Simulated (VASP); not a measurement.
# ZnO (Pm-3m) in VASP: single point with PBEsol

Aim: the single point of ZnO with PBEsol.

All numbers are computed with VASP 6.6.1; they aren't measurements. Logs are shortened: lines on timing, memory, paths and dates and some standing lists are left out, and cuts for length are marked.

## Step 1: The cell of the first run

The structure is cubic, space group Pm-3m (No. 221). The conventional cell has a = 2.645 Å, b = 2.645 Å, c = 2.645 Å, α = 90.00°, β = 90.00°, γ = 90.00°. Zn (site symmetry m-3m) has 8 O at 2.29 Å and 6 Zn at 2.64 Å within 3.0 Å. Within 3.0 Å of O (site symmetry m-3m) lie 8 Zn at 2.29 Å and 6 O at 2.64 Å.

## Step 2: Single point, PBEsol

Input file INCAR:

```
PREC     = Accurate       # precision mode
ENCUT    = 1340           # plane-wave cutoff, eV
EDIFF    = 1E-6           # SCF threshold, eV
ISMEAR   = -1             # smearing method
SIGMA    = 0.03           # smearing width, eV
LREAL    = False          # projectors in reciprocal space
LASPH    = True           # aspherical terms in the spheres
NELM     = 120            # most SCF steps
ALGO     = Normal         # electronic algorithm
ISIF     = 2              # what is computed and relaxed
LWAVE    = False          # write WAVECAR
LCHARG   = False          # write CHGCAR
GGA      = PS             # functional
NBANDS   = 16             # bands
GGA_COMPAT= False
```

Input file KPOINTS:

```
Automatic mesh
0
Gamma
  8 8 8
```

Input file POSCAR:

```
ZnO
1.0
    2.6447867384      0.0000000000      0.0000000000
    0.0000000000      2.6447867384      0.0000000000
    0.0000000000      0.0000000000      2.6447867384
Zn O
1 1
Direct
    0.0000000000      0.0000000000      0.0000000000
    0.5000000000      0.5000000000      0.5000000000
```

Potentials or basis: VASP PAW PBE potentials, release 64 (Zn, O_h).

Started as:

```
$ cat potpaw_PBE.64/Zn/POTCAR potpaw_PBE.64/O_h/POTCAR > POTCAR
$ mpirun -np 1 vasp_std > vasp.out
```

OUTCAR:

```text
PREC = Accurate
   ENCUT = 1340
   EDIFF = 1E-6
   ISMEAR = -1
   LREAL = False
   LASPH = True
   NELM = 120
   ISIF = 2
   GGA = PS

 ion  position               nearest neighbor table
   1  0.000  0.000  0.000-
   2  0.500  0.500  0.500-

  LATTYP: Found a simple cubic cell.
 ALAT       =     2.6447867384

  Lattice vectors:

 A1 = (   2.6447867384,   0.0000000000,   0.0000000000)
 A2 = (   0.0000000000,   2.6447867384,   0.0000000000)
 A3 = (   0.0000000000,   0.0000000000,   2.6447867384)

Analysis of symmetry for initial positions (statically):
=====================================================================
 Subroutine PRICEL returns:
 Original cell was already a primitive cell.

 Routine SETGRP: Setting up the symmetry group for a
 simple cubic supercell.

 Subroutine GETGRP returns: Found 48 space group operations
 (whereof 48 operations were pure point group operations)
 out of a pool of 48 trial point group operations.

The static configuration has the point symmetry O_h .

Analysis of symmetry for dynamics (positions and initial velocities):
=====================================================================
 Subroutine PRICEL returns:
 Original cell was already a primitive cell.

 Routine SETGRP: Setting up the symmetry group for a
 simple cubic supercell.

 Subroutine GETGRP returns: Found 48 space group operations
 (whereof 48 operations were pure point group operations)
 out of a pool of 48 trial point group operations.

The dynamic configuration has the point symmetry O_h .

 Subroutine INISYM returns: Found 48 space group operations
 (whereof 48 operations are pure point group operations),
 and found     1 'primitive' translations

----------------------------------------------------------------------------------------

                                     Primitive cell

  volume of cell :      18.5000

  direct lattice vectors                    reciprocal lattice vectors
     2.644786738  0.000000000  0.000000000     0.378102319  0.000000000  0.000000000
     0.000000000  2.644786738  0.000000000     0.000000000  0.378102319  0.000000000
     0.000000000  0.000000000  2.644786738     0.000000000  0.000000000  0.378102319

  length of vectors
     2.644786738  2.644786738  2.644786738     0.378102319  0.378102319  0.378102319

  position of ions in fractional coordinates (direct lattice)
     0.000000000  0.000000000  0.000000000
     0.500000000  0.500000000  0.500000000

  ion indices of the primitive-cell ions
   primitive index   ion index
                 1           1
                 2           2

----------------------------------------------------------------------------------------

 KPOINTS: Automatic mesh

Automatic generation of k-mesh.
 Grid dimensions read from file:
 generate k-points for:    8    8    8

 Generating k-lattice:

  Cartesian coordinates                     Fractional coordinates (reciprocal lattice)
     0.047262790  0.000000000  0.000000000     0.125000000  0.000000000  0.000000000
     0.000000000  0.047262790  0.000000000     0.000000000  0.125000000  0.000000000
     0.000000000  0.000000000  0.047262790     0.000000000  0.000000000  0.125000000

  Length of vectors
     0.047262790  0.047262790  0.047262790

  Shift w.r.t. Gamma in fractional coordinates (k-lattice)
     0.000000000  0.000000000  0.000000000

 Subroutine IBZKPT returns following result:
 ===========================================

 Found     35 irreducible k-points:

 Following reciprocal coordinates:
            Coordinates               Weight
  0.000000  0.000000  0.000000      1.000000
  0.125000  0.000000  0.000000      6.000000
  0.250000  0.000000  0.000000      6.000000
  0.375000  0.000000  0.000000      6.000000
  0.500000  0.000000  0.000000      3.000000
  0.125000  0.125000  0.000000     12.000000
[... 16 lines left out ...]
  0.375000  0.375000  0.125000     24.000000
  0.500000  0.375000  0.125000     24.000000
 [... further k-points ...]
   k-points           NKPTS =     35   k-points in BZ     NKDIM =     35   number of bands    NBANDS=     16
   number of dos      NEDOS =    301   number of ions     NIONS =      2
   total plane-waves  NPLWV =  32768
   dimension x,y,z NGX =    32 NGY =   32 NGZ =   32
   dimension x,y,z NGXF=    64 NGYF=   64 NGZF=   64
   ions per type =               1   1
   NGX,Y,Z   is equivalent  to a cutoff of  20.11, 20.11, 20.11 a.u.
   NGXF,Y,Z  is equivalent  to a cutoff of  40.23, 40.23, 40.23 a.u.
 SYSTEM =  unknown system
   PREC   = accura    normal or accurate (medium, high low for compatibility)
   ISTART =      0    job   : 0-new  1-cont  2-samecut
   ICHARG =      2    charge: 1-file 2-atom 10-const
   ISPIN  =      1    spin polarized calculation?
   LNONCOLLINEAR =      F non collinear calculations
   LSORBIT =      F    spin-orbit coupling
   LASPH  =      T    aspherical Exc in radial PAW
   ENCUT  = 1340.0 eV  98.49 Ry    9.92 a.u.   7.89  7.89  7.89*2*pi/ulx,y,z
   NELM   =    120;   NELMIN=  2; NELMDL= -5     # of ELM steps
   EDIFF  = 0.1E-05   stopping-criterion for ELM
   LREAL  =      F    real-space projection
   EDIFFG = 0.1E-04   stopping-criterion for IOM
   NSW    =      0    number of steps for IOM
   IBRION =     -1    ionic relax: 0-MD 1-quasi-New 2-CG
   NFREE  =      0    steps in history (QN), initial steepest desc. (CG)
   ISIF   =      2    stress and relaxation
   ISYM   =      2    0-nonsym 1-usesym 2-fastsym
   POTIM  = 0.5000    time-step for ionic-motion
   TEBEG  =    0.0;   TEEND  =   0.0 temperature during run
   PSTRESS=    0.0 pullay stress
   NELECT =      18.0000    total number of electrons
   NUPDOWN=      -1.0000    fix difference up-down
   EMIN   =  10.00;   EMAX   =-10.00  energy-range for DOS
   EFERMI =   0.00;   METHOD = LEGACY
   ISMEAR =    -1;   SIGMA  =   0.03  broadening in eV -4-tet -1-fermi 0-gaus
   EFERMI_NEDOS =   21; number of points for ismear=-14 and -15
   IALGO  =     38    algorithm
   IMIX   =      4    mixing-type and parameters
     AMIX     =   0.40;   BMIX     =  1.00
     AMIX_MAG =   1.60;   BMIX_MAG =  1.00
  volume/ion in A,a.u.               =       9.25        62.42
  Fermi-wavevector in a.u.,A,eV,Ry     =   1.622215  3.065541 35.804828  2.631581
  Thomas-Fermi vector in A             =   2.715864
   LORBIT       =      0    0 simple, 1 ext, 2 COOP (PROOUT), +10 PAW based schemes
   GGA     = PS    functional components
   LHFCALC =     F    Hartree Fock is set to
   AEXX    =    0.0000 exact exchange contribution
   IVDW    =     0    specifies the selected vdW correction
   LEPSILON=     F    determine dielectric tensor
   LRPA    =     F    only Hartree local field effects (RPA)
 non-spin polarized calculation
  energy-cutoff  :     1340.00
  volume of cell :       18.50
 maximum number of plane-waves:      2103
 NGX is ok and might be reduce to    32
   NGX = 15   NGY = 15   NGZ = 15

 number of electron      18.0000001 magnetization

 Free energy of the ion-electron system (eV)
  ---------------------------------------------------
  ext. energy  EPLUGINS =         0.00000000
  ---------------------------------------------------
  free energy    TOTEN  =        -8.36540598 eV

  energy without entropy =       -8.36492763  energy(sigma->0) =       -8.36516681

 E-fermi :   3.9422     XC(G=0): -13.0166

 val. band max:        3.8703746728   @ k =   0.5000   0.0000   0.0000
 cond. band min:       4.7694127903   @ k =   0.1250   0.0000   0.0000
 fundamental gap:      0.8990381175
 Fermi energy:         3.9422232926

 k-point     1 :       0.0000    0.0000    0.0000
  band No.  band energies     occupation
      1     -14.9639      2.00000
      2      -2.6831      2.00000
      3      -2.6831      2.00000
      4      -1.4603      2.00000
      5      -1.4603      2.00000
      6      -1.4603      2.00000
[... 8 lines left out ...]
     15      21.7696      0.00000
     16      36.4639      0.00000

 k-point     2 :       0.1250    0.0000    0.0000
  band No.  band energies     occupation
      1     -14.7935      2.00000
      2      -2.6763      2.00000
      3      -2.6603      2.00000
      4      -1.5790      2.00000
      5      -1.5790      2.00000
      6      -1.4546      2.00000
[... 8 lines left out ...]
     15      23.1570      0.00000
     16      32.3915      0.00000

 k-point     3 :       0.2500    0.0000    0.0000
  band No.  band energies     occupation
      1     -14.3411      2.00000
      2      -3.0417      2.00000
      3      -2.6048      2.00000
      4      -1.8335      2.00000
      5      -1.8335      2.00000
      6      -1.4408      2.00000
[... 8 lines left out ...]
     15      26.1774      0.00000
     16      28.4747      0.00000

 k-point     4 :       0.3750    0.0000    0.0000
  band No.  band energies     occupation
      1     -13.8096      2.00000
      2      -4.0581      2.00000
      3      -2.5488      2.00000
      4      -2.0552      2.00000
      5      -2.0552      2.00000
      6      -1.4270      2.00000
[... 8 lines left out ...]
     15      25.3728      0.00000
     16      29.8936      0.00000
[... 324 lines left out ...]
 k-point    22 :       0.5000    0.2500    0.1250
  band No.  band energies     occupation
      1     -13.0751      2.00000
      2      -3.4260      2.00000
      3      -2.4609      2.00000
      4      -2.1834      2.00000
      5      -1.7293      2.00000
      6      -1.6433      2.00000
[... 8 lines left out ...]
     15      26.1513      0.00000
     16      30.7523      0.00000

 k-point    23 :       0.3750    0.3750    0.1250
  band No.  band energies     occupation
      1     -12.9290      2.00000
      2      -2.8351      2.00000
      3      -2.3741      2.00000
      4      -2.1385      2.00000
      5      -1.6721      2.00000
      6      -1.5544      2.00000
[... 8 lines left out ...]
     15      26.4149      0.00000
     16      28.6735      0.00000

 k-point    24 :       0.5000    0.3750    0.1250
  band No.  band energies     occupation
      1     -12.7767      2.00000
      2      -2.7393      2.00000
      3      -2.4862      2.00000
      4      -2.1141      2.00000
      5      -1.7283      2.00000
      6      -1.4658      2.00000
[... 8 lines left out ...]
     15      26.2128      0.00000
     16      27.8035      0.00000

 [... further k-points ...]

------------------------ aborting loop because EDIFF is reached ----------------------------------------

  FORCE on cell =-STRESS in cart. coord.  units (eV):
  Direction    XX          YY          ZZ          XY          YZ          ZX
  --------------------------------------------------------------------------------------
  -------------------------------------------------------------------------------------
  Total        0.0999831      0.0999831      0.0999831     -0.0000000     -0.0000000      0.0000000
  in kB        8.6589476      8.6589476      8.6589476     -0.0000000     -0.0000000      0.0000000
  external PRESSURE =       8.6589476 kB  Pullay stress =       0.0000000 kB

 VOLUME and BASIS-vectors are now :
 -----------------------------------------------------------------------------
  energy-cutoff  :     1340.00
  volume of cell :       18.50
      direct lattice vectors                 reciprocal lattice vectors
     2.644786738  0.000000000  0.000000000     0.378102319  0.000000000  0.000000000
     0.000000000  2.644786738  0.000000000     0.000000000  0.378102319  0.000000000
     0.000000000  0.000000000  2.644786738     0.000000000  0.000000000  0.378102319

 POSITION                                       TOTAL-FORCE (eV/Angst)
 -----------------------------------------------------------------------------------
      0.00000      0.00000      0.00000         0.000000      0.000000      0.000000
      1.32239      1.32239      1.32239         0.000000      0.000000      0.000000
 -----------------------------------------------------------------------------------
    total drift:                                0.000000      0.000000     -0.000000

  FREE ENERGIE OF THE ION-ELECTRON SYSTEM (eV)
  ---------------------------------------------------
  free  energy   TOTEN  =        -8.3654059800 eV

  energy  without entropy=       -8.3649276335  energy(sigma->0) =       -8.36516681
```

Run time: 23 s. Hardware: 1 thread of AMD EPYC 7R13 (Zen 3), shared host; peak memory 0.17 GiB.

What came out:

| Item | Value |
| --- | --- |
| Free energy | -8.3654 eV |
| Pressure | 0.9 GPa |
| Band gap on the k mesh | zero (bands 9 and 10 overlap by 0.64 eV) |

Caveat: semilocal functionals underestimate gaps, and a narrow one can read as zero; the PAW data sets were made with another functional, which shifts forces and pressure a little.

The gap in the log of VASP goes by the Fermi energy; the results here count the filled bands.